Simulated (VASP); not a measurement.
Runs of VASP 6.6.1 on S. The structure is that of space group P6/mmm (No. 191), or close to it. The cells are those of the table. 

```tsv
task	cell	cutoff (eV)	gap on the mesh (eV)	pressure (GPa)
relaxation of cell and atoms	relaxed to 30 GPa from a = 2.508, b = 2.508, c = 2.357 Å, angles 90.0, 90.0, 120.0°, 1 atom	600	none	30.0
single point	a = 2.644, b = 2.644, c = 2.229 Å, angles 90.0, 90.0, 120.0°, 1 atom	520	none	(a)
single point	a = 2.643, b = 2.643, c = 2.229 Å, angles 90.0, 90.0, 120.0°, 1 atom	520	none	29.6
relaxation of cell and atoms	relaxed to 30 GPa from a = 2.643, b = 2.643, c = 2.229 Å, angles 90.0, 90.0, 120.0°, 1 atom	600	none	30.0
```

Alike in all rows: level PBE; potentials or basis VASP PAW PBE potentials, release 64 (S); no spin polarisation; k mesh 17 × 17 × 16; smearing fermi-dirac 0.1 eV.

**Question.** Fill in the values left out.

**Answer.** (a) 29.5.

Caveats: the cell is relaxed towards a set pressure, so the enthalpy falls and the energy may rise (some runs).

A gap of «none» marks levels without a gap at the run's occupations.
